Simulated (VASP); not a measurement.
# MnS (Fm-3m) in VASP: further runs, part 2 of 2

VASP 6.6.1. Earlier steps stand in the parts before.

## 3. Single point, PBE, collinear spin, ferromagnetic start

This run uses another cell than the first one, of 17.67 Å³/atom, 1.018 times its volume.

INCAR reads:

```
PREC = Accurate
ENCUT = 520
EDIFF = 1E-6
ISMEAR = 0
SIGMA = 0.05
LREAL = F
LASPH = T
NELM = 150
ALGO = Normal
ISIF = 2
LWAVE = F
LCHARG = F
ISPIN = 2
MAGMOM = 5 0
LORBIT = 11
LMAXMIX = 4
GGA = PE
NBANDS = 20
```

KPOINTS reads:

```
regular mesh
0
Gamma
  12 12 12
```

POSCAR reads:

```
MnS
1.0
    0.0000000000      2.6045000000      2.6045000000
    2.6045000000      0.0000000000      2.6045000000
    2.6045000000      2.6045000000      0.0000000000
Mn S
1 1
Direct
    0.0000000000      0.0000000000      0.0000000000
    0.5000000000      0.5000000000      0.5000000000
```

Potentials or basis: VASP PAW PBE potentials, release 64 (Mn_pv, S).

Started as:

```sh
$ cat potpaw_PBE.64/Mn_pv/POTCAR potpaw_PBE.64/S/POTCAR > POTCAR
$ mpirun -np 1 vasp_std > vasp.out
```

It took 48 s on 1 thread of Intel Xeon 6975P-C (Granite Rapids), shared host; peak memory 0.21 GiB.

Results (log left out):

```yaml
Free_energy: -14.0619 eV
Pressure: -2.6 GPa
Net_moment: 4.74 μB per cell
Site_moments: Mn +4.27; S +0.11 μB
Valence_electrons_inside_the_program's_atomic_spheres: Mn 11.30; S 3.73
```

Levels at points of the mesh, in eV from the Fermi level:
Spin up:
```csv
k point,band 10,band 11,band 12,band 13,band 14,band 15
"(0.00, 0.00, 0.00)",-1.87,-1.87,-1.87,1.71,8.59,8.59
"(0.50, 0.00, 0.00)",-2.51,0.38,0.38,2.82,5.38,5.38
"(0.50, 0.50, 0.00)",-2.75,-2.75,-2.27,0.84,5.46,10.14
```
Spin down:
```
           k point  band 3  band 4  band 5  band 6  band 7  band 8  band 9  band 10  band 11  band 12
(0.00, 0.00, 0.00)  -46.17  -14.28   -1.65   -1.65   -1.65    0.31    0.31     0.31     0.35     0.35
(0.50, 0.00, 0.00)  -46.17  -13.00   -6.36   -3.35   -3.35    1.27    1.27     1.46     3.18     3.18
(0.50, 0.50, 0.00)  -46.17  -12.84   -5.55   -3.16   -3.16   -0.79    0.78     1.52     1.52     1.62
```

Caveat: a cell with one magnetic atom can't hold antiferromagnetic order, which such compounds often take; semilocal functionals often make such compounds metallic where correlation or magnetic order opens a gap, which also shifts bond lengths. With open d or f shells a metallic result of PBE can be an artefact of self-interaction; +U or a hybrid may open a gap.

## 4. Single point, PBE, collinear spin, ferromagnetic start

This run uses another cell than the first one: it holds 4 atoms, not 2.

INCAR reads:

```
PREC = Accurate ; ENCUT = 520
EDIFF = 1E-6 ; ISMEAR = 0
SIGMA = 0.05 ; LREAL = False
LASPH = True ; NELM = 150
ALGO = Normal ; ISIF = 2
LWAVE = False ; LCHARG = False
ISPIN = 2 ; MAGMOM = 5 5 0 0
LORBIT = 11 ; LMAXMIX = 4
GGA = PE ; NBANDS = 31
```

KPOINTS reads:

```
regular mesh
0
Gamma
  8 8 8
```

POSCAR reads:

```
MnS
1.0
   -2.5431237774     -2.5431237774      5.0862475548
   -5.0862475548     -2.5431237774      2.5431237774
   -2.5431237774     -5.0862475548      2.5431237774
Mn S
2 2
Direct
    0.0000000000      0.0000000000      0.0000000000
    0.5000000000      0.5000000000      0.5000000000
    1.2500000000     -0.7500000000     -0.7500000000
    1.7500000000     -0.2500000000     -0.2500000000
```

Potentials or basis: VASP PAW PBE potentials, release 64 (Mn_pv, S).

Started as:

```sh
$ cat potpaw_PBE.64/Mn_pv/POTCAR potpaw_PBE.64/S/POTCAR > POTCAR
$ mpirun -np 1 vasp_std > vasp.out
```

OUTCAR:

```text
PREC = Accurate
   ENCUT = 520
   EDIFF = 1E-6
   ISMEAR = 0
   LREAL = False
   LASPH = True
   NELM = 150
   ISIF = 2
   ISPIN = 2
   LORBIT = 11
   GGA = PE

 ion  position               nearest neighbor table
   1  0.000  0.000  0.000-   4 2.54   4 2.54   4 2.54   3 2.54   3 2.54   3 2.54
   2  0.500  0.500  0.500-   3 2.54   3 2.54   3 2.54   4 2.54   4 2.54   4 2.54
   3  0.250  0.250  0.250-   1 2.54   1 2.54   1 2.54   2 2.54   2 2.54   2 2.54
   4  0.750  0.750  0.750-   2 2.54   2 2.54   2 2.54   1 2.54   1 2.54   1 2.54

[... 1892 lines left out ...]
      direct lattice vectors                 reciprocal lattice vectors
    -2.543123777 -2.543123777  5.086247555     0.098304299  0.098304299  0.294912897
    -5.086247555 -2.543123777  2.543123777    -0.294912897  0.098304299 -0.098304299
    -2.543123777 -5.086247555  2.543123777     0.098304299 -0.294912897 -0.098304299

 POSITION                                       TOTAL-FORCE (eV/Angst)
 -----------------------------------------------------------------------------------
      0.00000      0.00000      0.00000        -0.000000      0.000000     -0.000000
     -5.08625     -5.08625      5.08625        -0.000000      0.000000     -0.000000
     -2.54312     -2.54312      2.54312         0.000000      0.000000      0.000000
     -7.62937     -7.62937      7.62937         0.000000     -0.000000     -0.000000
 -----------------------------------------------------------------------------------
    total drift:                                0.000000      0.000000      0.000000

  FREE ENERGIE OF THE ION-ELECTRON SYSTEM (eV)
  ---------------------------------------------------
  free  energy   TOTEN  =       -28.1719932716 eV

  energy  without entropy=      -28.1696857785  energy(sigma->0) =      -28.17083953

 total charge

# of ion       s       p       d       tot
------------------------------------------
    1        0.227   6.186   4.963  11.376
    2        0.227   6.186   4.963  11.376
    3        1.328   2.415   0.000   3.744
    4        1.328   2.415   0.000   3.744
--------------------------------------------------
tot          3.111  17.202   9.925  30.238

 magnetization (x)

# of ion       s       p       d       tot
------------------------------------------
    1        0.053   0.043   4.037   4.133
    2        0.053   0.043   4.037   4.133
    3        0.028   0.067   0.000   0.095
    4        0.028   0.067   0.000   0.095
--------------------------------------------------
tot          0.162   0.220   8.074   8.456
```

Run time: 4.9 min. Hardware: 1 thread of Intel Xeon 6975P-C (Granite Rapids), shared host; peak memory 0.5 GiB.

Results:

* Free energy: -28.1720 eV
* Pressure: 1.3 GPa
* Net moment: 9.10 μB per cell
* Site moments: Mn +4.13; S +0.10 μB
* Valence electrons inside the program's atomic spheres: Mn 11.38; S 3.74

Levels at points of the mesh, in eV from the Fermi level:
Spin up:
| k point | band 21 | band 22 | band 23 | band 24 | band 25 | band 26 | band 27 | band 28 |
| --- | --- | --- | --- | --- | --- | --- | --- | --- |
| (0.00, 0.00, 0.00) | -1.98 | -1.98 | 0.64 | 0.64 | 2.25 | 2.85 | 5.43 | 5.43 |
| (0.50, 0.00, 0.00) | -1.19 | -1.19 | -1.15 | -1.15 | 3.14 | 3.14 | 5.99 | 5.99 |
| (0.50, 0.50, 0.00) | -2.40 | -2.09 | 0.64 | 0.64 | 1.01 | 2.85 | 5.42 | 5.43 |
| (0.50, 0.50, 0.50) | -0.46 | -0.46 | -0.46 | -0.46 | 3.89 | 3.89 | 7.28 | 7.28 |
Spin down:
```
           k point  band 11  band 12  band 13  band 14  band 15  band 16  band 17  band 18
(0.00, 0.00, 0.00)    -3.68    -1.78    -1.77    -1.77     0.09     0.09     0.10     0.17
(0.50, 0.00, 0.00)    -4.46    -4.46    -3.57    -3.57     0.18     0.18     1.26     1.26
(0.50, 0.50, 0.00)    -3.68    -3.68    -3.43    -3.42    -1.16     0.66     1.20     1.20
(0.50, 0.50, 0.50)    -3.00    -3.00    -3.00    -3.00     0.59     0.59     0.59     0.59
```

Caveat: semilocal functionals often make such compounds metallic where correlation or magnetic order opens a gap, which also shifts bond lengths; only a ferromagnetic start was run, and an antiferromagnetic order may lie lower in energy. With open d or f shells a metallic result of PBE can be an artefact of self-interaction; +U or a hybrid may open a gap.

## 5. Summary

```tsv
cell	k mesh	gap on the mesh (eV)	pressure (GPa)	moment (μB)
a = 3.662 Å, angles 60.0°, 2 atoms	12 × 12 × 12	none	-2.5	4.63
a = 3.683 Å, angles 60.0°, 2 atoms	12 × 12 × 12	none	-2.6	4.74
a = 6.229 Å, angles 33.6°, 4 atoms	8 × 8 × 8	none	1.3	9.10
```

Alike in all rows: task single point; level PBE; potentials or basis VASP PAW PBE potentials, release 64 (Mn_pv, S); spin collinear, ferromagnetic start; cutoff (eV) 520; smearing gaussian 0.05 eV.

Caveats: semilocal functionals often make such compounds metallic where correlation or magnetic order opens a gap, which also shifts bond lengths; a cell with one magnetic atom can't hold antiferromagnetic order, which such compounds often take (some runs); only a ferromagnetic start was run, and an antiferromagnetic order may lie lower in energy (some runs).

Absolute energies hang on the potentials; compare differences alone.
